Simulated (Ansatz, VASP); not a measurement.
Two plane-wave programs on SnTe

```
Sn Te
1.0
     2.24496    1.29613    3.79253
    -2.24496    1.29613    3.79253
     0.00000   -2.59226    3.79253
Sn Te
1 1
Direct
  0.99796 0.99796 0.99796
  0.52304 0.52304 0.52304
```

Alike in both runs: task single point; functional PBE; k mesh 8 × 8 × 8; occupations fermi-dirac, width 0.02 eV; non-collinear spin, spin-orbit coupling.

```csv
,VASP,Ansatz
version,VASP 6.6.1,Ansatz 0.2.0
potentials or method,"VASP PAW PBE potentials, release 64 (Sn_d, Te)","plane waves, PAW"
plane-wave cutoff (eV),520,420
valence electrons in the cell,20,30
```

Ansatz gave:

```
pressure (GPa)                                                : 0.7
traceless stress, the component that is largest in VASP (GPa) : -0.11
rms of the force components (eV/Å)                            : 0.065
net moment per atom (μB)                                      : 0.00
```

Q: Which values does VASP return?

A: Pressure (GPa): 0.7; traceless stress, the component that is largest in VASP (GPa): -0.12; rms of the force components (eV/Å): 0.072; net moment per atom (μB): 0.00.

Atom by atom the forces differ by 0.007 eV/Å (rms over components). VASP's potentials hold 20 valence electrons a cell and Ansatz's 30, so a difference there can come from the potentials and not from the codes.
